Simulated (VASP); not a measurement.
Here is a VASP 6.6.1 calculation.

File INCAR:

```
  ALGO = Normal
  EDIFF = 1E-6
  ENCUT = 520
  ISIF = 2
  ISMEAR = 0
  LASPH = True
  LCHARG = False
  LREAL = False
  LWAVE = False
  NBANDS = 44
  NELM = 60
  PREC = Accurate
  SIGMA = 0.02
```

File KPOINTS:

```
k-points
0
Gamma
  6 6 6
```

Contents of POSCAR:

```
InF3
1.0
    2.5446282465      1.4691418031      4.8476826453
   -2.5446282465      1.4691418031      4.8476826453
    0.0000000000     -2.9382836062      4.8476826453
In F
2 6
Direct
    0.0000000000      0.0000000000      0.0000000000
    0.5000000000      0.5000000000      0.5000000000
    0.9037366053      0.5962633947      0.2500000000
    0.2500000000      0.9037366053      0.5962633947
    0.5962633947      0.2500000000      0.9037366053
    0.0962633947      0.4037366053      0.7500000000
    0.7500000000      0.0962633947      0.4037366053
    0.4037366053      0.7500000000      0.0962633947
```

Potentials or basis: VASP PAW LDA potentials, release 64 (In_d, F).

Run with:

```console
$ cat potpaw_LDA.64/In_d/POTCAR potpaw_LDA.64/F/POTCAR > POTCAR
$ mpirun -np 1 vasp_std > vasp.out
```

(1) Predict the band gap on the k mesh.

(2) Predict the pressure.

(3) What does it give for the largest force?

Results:

(1) 4.26 eV (least direct gap 4.27 eV).

(2) 0.6 GPa.

(3) 0.048 eV/Å.

Caveat: spin-orbit coupling is left out, which moves the levels of the heavy elements.
